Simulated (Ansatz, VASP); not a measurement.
# Al: VASP beside Ansatz

```xyz
4
Lattice="2.8333 0.0000 0.0000 -1.4166 2.4537 0.0000 0.0000 0.0000 9.1184" Properties=species:S:1:pos:R:3 pbc="T T T"
Al    0.0000    0.0000    0.0000
Al    0.0000    1.6358    2.2796
Al    0.0000    0.0000    4.5592
Al    1.4166    0.8179    6.8388
```

Alike in both runs: task single point; functional PBE; dispersion D3(BJ); k mesh 18 × 18 × 6; occupations gaussian, width 0.15 eV; no spin polarisation.

|  | VASP | Ansatz |
| --- | --- | --- |
| version | VASP 6.6.1 | Ansatz 0.2.0 |
| potentials or method | VASP PAW PBE potentials, release 64 (Al), cutoff 520 eV | scalar-relativistic, plane waves, PAW |
| valence electrons in the cell | 12 | 12 |

|  | VASP | Ansatz | Ansatz less VASP |
| --- | --- | --- | --- |
| gap on the k mesh at the Fermi level (eV) | none | none | - |
| pressure (GPa) | 0.0 | 0.0 | 0.00 |
| traceless stress, the component that is largest in VASP (GPa) | 1.39 | 1.38 | -0.002 |

A gap of «none» marks a metal or a gap that the smearing closes.
